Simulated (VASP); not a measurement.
A run of VASP 6.6.1 is set up as follows.

The input INCAR:

```
PREC = Accurate ; ENCUT = 520
EDIFF = 1E-6 ; ISMEAR = 0
SIGMA = 0.05 ; LREAL = False
LASPH = True ; NELM = 60
ALGO = Normal ; ISIF = 2
LWAVE = False ; LCHARG = False
GGA = PE ; NBANDS = 20
```

The input KPOINTS:

```
Automatic mesh
0
Gamma
  12 12 12
```

Contents of POSCAR:

```
SnO2
1.0
    1.6450283737      0.9497575744      5.0042302243
   -1.6450283737      0.9497575744      5.0042302243
    0.0000000000     -1.8995151487      5.0042302243
Sn O
1 2
Direct
    0.5000000000      0.5000000000      0.5000000000
    0.2406435246      0.2406435246      0.2406435246
    0.7593564754      0.7593564754      0.7593564754
```

Potentials or basis: VASP PAW PBE potentials, release 64 (Sn_d, O).

Run with:

```console
$ cat potpaw_PBE.64/Sn_d/POTCAR potpaw_PBE.64/O/POTCAR > POTCAR
$ mpirun -np 1 vasp_std > vasp.out
```

Problem. What does it give for the largest force?

Solution. 1.432 eV/Å.

Problem. What does it give for the band gap on the k mesh?

Solution. 1.53 eV, indirect (least direct gap 1.55 eV).

Problem. What does it give for the pressure?

Solution. -10.8 GPa.

Forces on the atoms (eV/Å):
```
Sn   0.000  0.000  0.000
O    0.000  0.000 -1.432
O    0.000  0.000  1.432
```

Caveat: spin-orbit coupling is left out, which moves the levels of the heavy elements; forces of over 1 eV/Å act on the atoms, so gaps and moduli don't describe the material at rest. As with any semilocal functional, this PBE gap is likely too small.
